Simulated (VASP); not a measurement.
A run of VASP 6.6.1:

POSCAR

```
GaSb
1.0
   -2.7162208707      2.7162208707      1.5692083240
    2.7162208707     -2.7162208707      1.5692083240
    2.7162208707      2.7162208707     -1.5692083240
Sb Ga
1 1
Direct
    0.0000000000      0.0000000000      0.0000000000
    0.7500000000      0.2500000000      0.5000000000
```

File INCAR.step1:

```
SYSTEM = GaSb
ALGO = Normal
EDIFF = 1E-4
ENCUT = 520
GGA = PE
ISMEAR = -1
LASPH = .True.
LCHARG = .False.
LREAL = .False.
LWAVE = .True.
NBANDS = 16
NELM = 100
PREC = Accurate
SIGMA = 0.05
```

Contents of INCAR.step2:

```
SYSTEM = GaSb
ALGO = Normal
EDIFF = 1E-6
ENCUT = 520
ISIF = 2
ISMEAR = -1
ISTART = 1
LASPH = .True.
LCHARG = .False.
LMIXTAU = .True.
LREAL = .False.
LWAVE = .False.
METAGGA = R2SCAN
NBANDS = 16
NELM = 100
PREC = Accurate
SIGMA = 0.05
```

KPOINTS

```
k-points
0
Gamma
  10 10 10
  0 0 0
```

Potentials or basis: VASP PAW PBE potentials, release 64 (Sb, Ga_d).

Command:

```sh
$ cat potpaw_PBE.64/Sb/POTCAR potpaw_PBE.64/Ga_d/POTCAR > POTCAR
$ cp INCAR.step1 INCAR
$ mpirun -np 1 vasp_std > vasp.out
$ cp INCAR.step2 INCAR
$ mpirun -np 1 vasp_std > vasp.out
```

Hardware: 1 thread of Intel(R) Xeon(R) 6975P-C (Granite Rapids), with other jobs on the host.

Problem. How long does it take, and how much memory?

Solution. Wall time 94 s on 1 thread of Intel(R) Xeon(R) 6975P-C (Granite Rapids), on a shared host, peak memory 0.24 GiB. Counts: k points 102.
